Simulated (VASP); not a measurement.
# Cr (Pm-3m) in VASP: further runs, part 3 of 3

VASP 6.6.1. The steps go on from the part before.

**4. Single point, LDA, collinear spin, antiferromagnetic start (11.91 Å³/atom)**

This run uses another cell than the first one, of 11.91 Å³/atom.

INCAR

```
SYSTEM = Cr
  PREC = Accurate
  ENCUT = 520
  EDIFF = 1E-6
  ISMEAR = -1
  SIGMA = 0.05
  LREAL = .FALSE.
  LASPH = .TRUE.
  NELM = 150
  ALGO = Normal
  ISIF = 2
  LWAVE = .FALSE.
  LCHARG = .FALSE.
  ISPIN = 2
  MAGMOM = 1.5 -1.5
  LORBIT = 11
  LMAXMIX = 4
  GGA = CA
  NBANDS = 23
```

KPOINTS

```
regular mesh
0
G
  13 13 13
  0 0 0
```

POSCAR

```
Cr
1.0
    0.0000000000      2.2833836710      2.2833836710
    2.2833836710      0.0000000000      2.2833836710
    2.2833836710      2.2833836710      0.0000000000
Cr
2
Direct
    0.0000000000      0.0000000000      0.0000000000
    0.5000000000      0.5000000000      0.5000000000
```

Potentials or basis: VASP PAW LDA potentials, release 64 (Cr_pv).

Launch:

```
> cat potpaw_LDA.64/Cr_pv/POTCAR > POTCAR
> mpirun -np 1 vasp_std > vasp.out
```

OUTCAR:

```text
SYSTEM = Cr
   PREC = Accurate
   ENCUT = 520
   EDIFF = 1E-6
   ISMEAR = -1
   LREAL = .FALSE.
   LASPH = .TRUE.
   NELM = 150
   ISIF = 2
   ISPIN = 2
   LORBIT = 11
   GGA = CA

 ion  position               nearest neighbor table
   1  0.000  0.000  0.000-   2 2.28   2 2.28   2 2.28   2 2.28   2 2.28   2 2.28
   2  0.500  0.500  0.500-   1 2.28   1 2.28   1 2.28   1 2.28   1 2.28   1 2.28

  LATTYP: Found a face centered cubic cell.
 ALAT       =     4.5667673420

  Lattice vectors:

 A1 = (   0.0000000000,   2.2833836710,   2.2833836710)
 A2 = (   2.2833836710,   0.0000000000,   2.2833836710)
 A3 = (   2.2833836710,   2.2833836710,   0.0000000000)

Analysis of symmetry for initial positions (statically):
=====================================================================
 Subroutine PRICEL returns following result:

  LATTYP: Found a simple cubic cell.
 ALAT       =     2.2833836710
[... 12 lines left out ...]
 Subroutine GETGRP returns: Found 48 space group operations
 (whereof 48 operations were pure point group operations)
 out of a pool of 48 trial point group operations.

The static configuration has the point symmetry O_h .

Analysis of symmetry for dynamics (positions and initial velocities):
=====================================================================
 Subroutine PRICEL returns following result:

  LATTYP: Found a simple cubic cell.
 ALAT       =     2.2833836710
[... 12 lines left out ...]
 Subroutine GETGRP returns: Found 48 space group operations
 (whereof 48 operations were pure point group operations)
 out of a pool of 48 trial point group operations.

The dynamic configuration has the point symmetry O_h .

Analysis of structural, dynamic, and magnetic symmetry:
=====================================================================
 Subroutine PRICEL returns following result:

  LATTYP: Found a simple cubic cell.
 ALAT       =     2.2833836710
[... 12 lines left out ...]
 Subroutine GETGRP returns: Found 48 space group operations
 (whereof 48 operations were pure point group operations)
 out of a pool of 48 trial point group operations.

The overall configuration has the point symmetry O_h .

 Subroutine INISYM returns: Found 48 space group operations
 (whereof 48 operations are pure point group operations),
 and found     2 'primitive' translations

----------------------------------------------------------------------------------------

                                     Primitive cell

  volume of cell :      11.9052

  direct lattice vectors                    reciprocal lattice vectors
    -2.283383671  0.000000000  0.000000000    -0.437946550  0.000000000  0.000000000
     0.000000000  0.000000000  2.283383671     0.000000000  0.000000000  0.437946550
     0.000000000  2.283383671  0.000000000     0.000000000  0.437946550  0.000000000

  length of vectors
     2.283383671  2.283383671  2.283383671     0.437946550  0.437946550  0.437946550

  position of ions in fractional coordinates (direct lattice)
     0.000000000  0.000000000  0.000000000

  ion indices of the primitive-cell ions
   primitive index   ion index
                 1           1

----------------------------------------------------------------------------------------

 KPOINTS: regular mesh
[... 55 lines left out ...]
   ions per type =               2
   NGX,Y,Z   is equivalent  to a cutoff of  12.36, 12.36, 12.36 a.u.
   NGXF,Y,Z  is equivalent  to a cutoff of  24.71, 24.71, 24.71 a.u.
 SYSTEM =  Cr
   PREC   = accura    normal or accurate (medium, high low for compatibility)
   ISTART =      0    job   : 0-new  1-cont  2-samecut
   ICHARG =      2    charge: 1-file 2-atom 10-const
   ISPIN  =      2    spin polarized calculation?
   LNONCOLLINEAR =      F non collinear calculations
   LSORBIT =      F    spin-orbit coupling
   LASPH  =      T    aspherical Exc in radial PAW
   ENCUT  =  520.0 eV  38.22 Ry    6.18 a.u.   6.00  6.00  6.00*2*pi/ulx,y,z
   NELM   =    150;   NELMIN=  2; NELMDL= -5     # of ELM steps
   EDIFF  = 0.1E-05   stopping-criterion for ELM
   LREAL  =      F    real-space projection
   EDIFFG = 0.1E-04   stopping-criterion for IOM
   NSW    =      0    number of steps for IOM
   IBRION =     -1    ionic relax: 0-MD 1-quasi-New 2-CG
   NFREE  =      0    steps in history (QN), initial steepest desc. (CG)
   ISIF   =      2    stress and relaxation
   ISYM   =      2    0-nonsym 1-usesym 2-fastsym
   POTIM  = 0.5000    time-step for ionic-motion
   TEBEG  =    0.0;   TEEND  =   0.0 temperature during run
   PSTRESS=    0.0 pullay stress
   NELECT =      24.0000    total number of electrons
   NUPDOWN=      -1.0000    fix difference up-down
   EMIN   =  10.00;   EMAX   =-10.00  energy-range for DOS
   EFERMI =   0.00;   METHOD = LEGACY
   ISMEAR =    -1;   SIGMA  =   0.05  broadening in eV -4-tet -1-fermi 0-gaus
   EFERMI_NEDOS =   21; number of points for ismear=-14 and -15
   IALGO  =     38    algorithm
   IMIX   =      4    mixing-type and parameters
     AMIX     =   0.40;   BMIX     =  1.00
     AMIX_MAG =   1.60;   BMIX_MAG =  1.00
  volume/ion in A,a.u.               =      11.91        80.34
  Fermi-wavevector in a.u.,A,eV,Ry     =   1.641432  3.101858 36.658185  2.694301
  Thomas-Fermi vector in A             =   2.731904
   LORBIT       =     11    0 simple, 1 ext, 2 COOP (PROOUT), +10 PAW based schemes
   GGA     = CA    functional components
   LHFCALC =     F    Hartree Fock is set to
   AEXX    =    0.0000 exact exchange contribution
   IVDW    =     0    specifies the selected vdW correction
   LEPSILON=     F    determine dielectric tensor
   LRPA    =     F    only Hartree local field effects (RPA)
 spin polarized calculation
  energy-cutoff  :      520.00
  volume of cell :       23.81
 maximum number of plane-waves:       654
   NGX = 13   NGY = 13   NGZ = 13

 number of electron      24.0000017 magnetization       0.0000000

 number of electron      24.0000017 magnetization      -0.0000000

 Free energy of the ion-electron system (eV)
  ---------------------------------------------------
  ext. energy  EPLUGINS =         0.00000000
  ---------------------------------------------------
  free energy    TOTEN  =       -19.19612319 eV

  energy without entropy =      -19.17458605  energy(sigma->0) =      -19.18535462

 E-fermi :  10.4333     XC(G=0): -13.6883

 val. band max:       10.4183437514   @ k =  -0.3077   0.3077   0.0769
 cond. band min:      10.4716879504   @ k =  -0.3846   0.3077   0.1538
 fundamental gap:      0.0533441990
 Fermi energy:        10.4332827038

 spin component 1

 k-point     1 :       0.0000    0.0000    0.0000
  band No.  band energies     occupation
      1     -32.5220      1.00000
      2     -32.5220      1.00000
      3     -32.5220      1.00000
      4     -31.5949      1.00000
      5     -31.5949      1.00000
      6     -31.5949      1.00000
[... 613 lines left out ...]
     22      22.5993      0.00000
     23      25.3916      0.00000

 [... further k-points ...]

 spin component 2

 k-point     1 :       0.0000    0.0000    0.0000
  band No.  band energies     occupation
      1     -32.5220      1.00000
      2     -32.5220      1.00000
      3     -32.5220      1.00000
      4     -31.5949      1.00000
      5     -31.5949      1.00000
      6     -31.5949      1.00000
[... 613 lines left out ...]
     22      22.5993      0.00000
     23      25.3916      0.00000

 [... further k-points ...]
[... 5 lines left out ...]
  --------------------------------------------------------------------------------------
  -------------------------------------------------------------------------------------
  Total       -0.0005950     -0.0005950     -0.0005950      0.0000000      0.0000000      0.0000000
  in kB       -0.0400363     -0.0400363     -0.0400363      0.0000000      0.0000000      0.0000000
  external PRESSURE =      -0.0400363 kB  Pullay stress =       0.0000000 kB

 VOLUME and BASIS-vectors are now :
 -----------------------------------------------------------------------------
  energy-cutoff  :      520.00
  volume of cell :       23.81
      direct lattice vectors                 reciprocal lattice vectors
     0.000000000  2.283383671  2.283383671    -0.218973275  0.218973275  0.218973275
     2.283383671  0.000000000  2.283383671     0.218973275 -0.218973275  0.218973275
     2.283383671  2.283383671  0.000000000     0.218973275  0.218973275 -0.218973275

 POSITION                                       TOTAL-FORCE (eV/Angst)
 -----------------------------------------------------------------------------------
      0.00000      0.00000      0.00000         0.000000     -0.000000      0.000000
      2.28338      2.28338      2.28338        -0.000000      0.000000     -0.000000
 -----------------------------------------------------------------------------------
    total drift:                                0.000000     -0.000000      0.000000

  FREE ENERGIE OF THE ION-ELECTRON SYSTEM (eV)
  ---------------------------------------------------
  free  energy   TOTEN  =       -19.1961231912 eV

  energy  without entropy=      -19.1745860503  energy(sigma->0) =      -19.18535462

 total charge

# of ion       s       p       d       tot
------------------------------------------
    1        0.450   6.325   4.459  11.234
    2        0.450   6.325   4.459  11.234
--------------------------------------------------
tot          0.899  12.650   8.919  22.468

 magnetization (x)

# of ion       s       p       d       tot
------------------------------------------
    1        0.000   0.000   0.000   0.000
    2       -0.000  -0.000  -0.000  -0.000
--------------------------------------------------
tot          0.000   0.000   0.000   0.000
```

OSZICAR:

```text
N       E                     dE             d eps       ncg     rms          rms(c)
DAV:   1     0.245702059208E+03    0.24570E+03   -0.13205E+04  7752   0.128E+03
DAV:   2    -0.128874672622E+02   -0.25859E+03   -0.24823E+03  7833   0.377E+02
DAV:   3    -0.209127155200E+02   -0.80252E+01   -0.79482E+01  9786   0.797E+01
DAV:   4    -0.209818080393E+02   -0.69093E-01   -0.69048E-01  8001   0.752E+00
DAV:   5    -0.209827783075E+02   -0.97027E-03   -0.97027E-03  8155   0.839E-01    0.148E+01
DAV:   6    -0.192085450100E+02    0.17742E+01   -0.61772E+00  8176   0.288E+01    0.353E+00
DAV:   7    -0.192009872396E+02    0.75578E-02   -0.19202E-01  7889   0.331E+00    0.240E+00
DAV:   8    -0.191971465258E+02    0.38407E-02   -0.22914E-02  9065   0.160E+00    0.108E+00
DAV:   9    -0.191946388009E+02    0.25077E-02   -0.10251E-01  8547   0.232E+00    0.198E-01
DAV:  10    -0.191954542897E+02   -0.81549E-03   -0.43529E-03  8197   0.415E-01    0.164E-01
DAV:  11    -0.191959749226E+02   -0.52063E-03   -0.65010E-03  9042   0.563E-01    0.820E-02
DAV:  12    -0.191961127537E+02   -0.13783E-03   -0.39636E-03  8864   0.471E-01    0.163E-02
DAV:  13    -0.191961191037E+02   -0.63500E-05   -0.10464E-04  8008   0.108E-01    0.123E-02
DAV:  14    -0.191961227561E+02   -0.36524E-05   -0.98917E-05  8704   0.750E-02    0.778E-03
DAV:  15    -0.191961231912E+02   -0.43506E-06   -0.17817E-06  4758   0.131E-02
   1 F= -.19196123E+02 E0= -.19185355E+02  d E =-.215371E-01  mag=    -0.0000
```

stdout:

```text
POSCAR found type information on POSCAR Cr
 POSCAR found :  1 types and       2 ions
 scaLAPACK will be used
 LDA part: xc-table for (Slater(with rela. corr.)+CA(PZ))
 , standard interpolation
 POSCAR, INCAR and KPOINTS ok, starting setup
 FFT: planning ... GRIDC
 FFT: planning ... GRID_SOFT
 FFT: planning ... GRID
 WAVECAR not read
 entering main loop
```

Run time: 78 s. Hardware: 1 thread of Intel Xeon 8259CL, shared host; peak memory 0.18 GiB.

Results:

```
Free energy                                           : -19.1961 eV
Pressure                                              : 0.0 GPa
Band gap on the k mesh                                : zero (filled and empty bands overlap)
Net moment                                            : 0.00 μB per cell
Valence electrons inside the program's atomic spheres : Cr 11.23
```

Caveat: an empty level that is flat over the whole mesh can mark a ghost state of the potentials, or a narrow d or f band.

**5. Single point, LDA, collinear spin, antiferromagnetic start (12.38 Å³/atom)**

This run uses another cell than the first one, of 12.38 Å³/atom.

INCAR

```
SYSTEM = Cr
PREC = Accurate
ENCUT = 520
EDIFF = 1E-6
ISMEAR = -1
SIGMA = 0.05
LREAL = .FALSE.
LASPH = .TRUE.
NELM = 150
ALGO = Normal
ISIF = 2
LWAVE = .FALSE.
LCHARG = .FALSE.
ISPIN = 2
MAGMOM = 1.5 -1.5
LORBIT = 11
LMAXMIX = 4
GGA = CA
NBANDS = 23
```

KPOINTS

```
Automatic mesh
0
G
  13 13 13
  0 0 0
```

POSCAR

```
Cr
1.0
    0.0000000000      2.3134316388      2.3134316388
    2.3134316388      0.0000000000      2.3134316388
    2.3134316388      2.3134316388      0.0000000000
Cr
2
Direct
    0.0000000000      0.0000000000      0.0000000000
    0.5000000000      0.5000000000      0.5000000000
```

Launch:

```
> cat potpaw_LDA.64/Cr_pv/POTCAR > POTCAR
> mpirun -np 1 vasp_std > vasp.out
```

Wall time 69 s (1 thread of Intel Xeon 8259CL, shared host); peak memory 0.18 GiB.

It converged, with:

* Free energy: -19.1716 eV
* Pressure: -8.2 GPa
* Band gap on the k mesh: zero (filled and empty bands overlap)
* Net moment: 0.00 μB per cell
* Valence electrons inside the program's atomic spheres: Cr 11.15

Levels at points of the mesh, in eV from the Fermi level:
Spin up:
```
           k point  band 9  band 10  band 11  band 12  band 13  band 14  band 15  band 16
(0.00, 0.00, 0.00)   -3.29    -3.10    -3.10    -3.10     2.55     2.55     2.55     4.10
```
Spin down:
```
           k point  band 10  band 11  band 12  band 13  band 14  band 15
(0.00, 0.00, 0.00)    -3.10    -3.10    -3.10     2.55     2.55     2.55
```

Caveat: the cell stands under tension; an empty level that is flat over the whole mesh can mark a ghost state of the potentials, or a narrow d or f band.
